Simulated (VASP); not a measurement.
# BeAs4Ru: single point with PBE

The system is BeAs4Ru.

```
CELL_PARAMETERS angstrom
0.00000 4.01125 4.01125
4.01125 0.00000 4.01125
4.01125 4.01125 0.00000
ATOMIC_POSITIONS crystal
Be 0.75000 0.75000 0.75000
As 0.87549 0.37484 0.37484
As 0.37484 0.37484 0.37484
As 0.37484 0.87549 0.37484
As 0.37484 0.37484 0.87549
Ru 0.00000 0.00000 0.00000
```

The cell was built from a structure type or drawn by symmetry, and may not be a known phase.

```
Program             : VASP 6.6.1
Task                : single point
Functional          : PBE
Potentials or basis : VASP PAW PBE potentials, release 64 (Be, As, Ru_pv)
Cutoff              : 520 eV
k mesh              : 4 × 4 × 4
Occupations         : gaussian, width 0.1 eV
Spin                : no spin polarisation
```

```json
{
 "Pressure": "-10.6 GPa",
 "Largest force": "0.152 eV/Å",
 "Band gap on the k mesh": "zero (bands 18 and 19 overlap by 0.59 eV)"
}
```

Forces on the atoms (eV/Å):
```
Be   0.000  0.000  0.000
As   0.088 -0.088 -0.088
As   0.088  0.088  0.088
As  -0.088  0.088 -0.088
As  -0.088 -0.088  0.088
Ru   0.000  0.000  0.000
```

Levels at points of the mesh, in eV from the Fermi level:
```
           k point  band 15  band 16  band 17  band 18  band 19  band 20  band 21  band 22
(0.00, 0.00, 0.00)    -0.42    -0.42    -0.42     0.40     0.40     1.42     1.42     1.42
(0.50, 0.00, 0.00)    -1.24    -1.24    -0.77    -0.12    -0.12     0.24     0.59     0.59
(0.50, 0.50, 0.00)    -1.39    -1.39    -0.45    -0.31    -0.19    -0.16    -0.16     1.29
```

Wall time 45 s on 1 thread of Intel Xeon 8259CL, on a shared host, peak memory 0.26 GiB.

Caveat: the cell stands under tension.
